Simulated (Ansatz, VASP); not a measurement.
# One calculation of InSb, two programs

File INCAR:

```
ALGO = Normal
EDIFF = 1E-6
ENCUT = 520
GGA = RE
ISIF = 2
ISMEAR = 0
LASPH = True
LCHARG = False
LREAL = False
LWAVE = False
NBANDS = 16
NELM = 100
PREC = Accurate
SIGMA = 0.05
```

The input KPOINTS:

```
k-points
0
Gamma
  6 6 6
```

The input POSCAR:

```
InSb
1.0
    0.0000000000      3.3923559072      3.3923559072
    3.3923559072      0.0000000000      3.3923559072
    3.3923559072      3.3923559072      0.0000000000
In Sb
1 1
Direct
    0.0000000000      0.0000000000      0.0000000000
    0.7500000000      0.7500000000      0.7500000000
```

Input for Ansatz:

```yaml
crystal:
  lattice:
    - [0.0, 3.3923559072, 3.3923559072]
    - [3.3923559072, 0.0, 3.3923559072]
    - [3.3923559072, 3.3923559072, 0.0]
  atoms:
    - { symbol: In, position: [0.0, 0.0, 0.0] }
    - { symbol: Sb, position: [0.75, 0.75, 0.75] }
basis:
  ecutwfc: 420
  ecutrho_ratio: 4
kpoints:
  mp_grid: { grid: [6, 6, 6] }
hamiltonian:
  xc: revpbe
scf:
  occupations: { method: gaussian, width: 0.05 }
output:
  forces: true
  stress: true
  eigenvalues: true
```

Alike in both runs: task single point; functional revPBE; k mesh 6 × 6 × 6; occupations gaussian, width 0.05 eV; no spin polarisation.

```csv
,VASP,Ansatz
version,VASP 6.6.1,Ansatz 0.2.0
potentials or method,"VASP PAW PBE potentials, release 64 (In_d, Sb), cutoff 520 eV","scalar-relativistic, plane waves, PAW"
valence electrons in the cell,18,28
```

|  | VASP | Ansatz | Ansatz less VASP |
| --- | --- | --- | --- |
| gap on the k mesh at the Fermi level (eV) | none | none | - |
| pressure (GPa) | -1.2 | -1.2 | +0.02 |

VASP's potentials were made for PBE, not for revPBE. A gap of «none» marks a metal or a gap that the smearing closes. VASP's potentials hold 18 valence electrons a cell and Ansatz's 28, so a difference there can come from the potentials and not from the codes.

Spin-orbit coupling is off throughout.
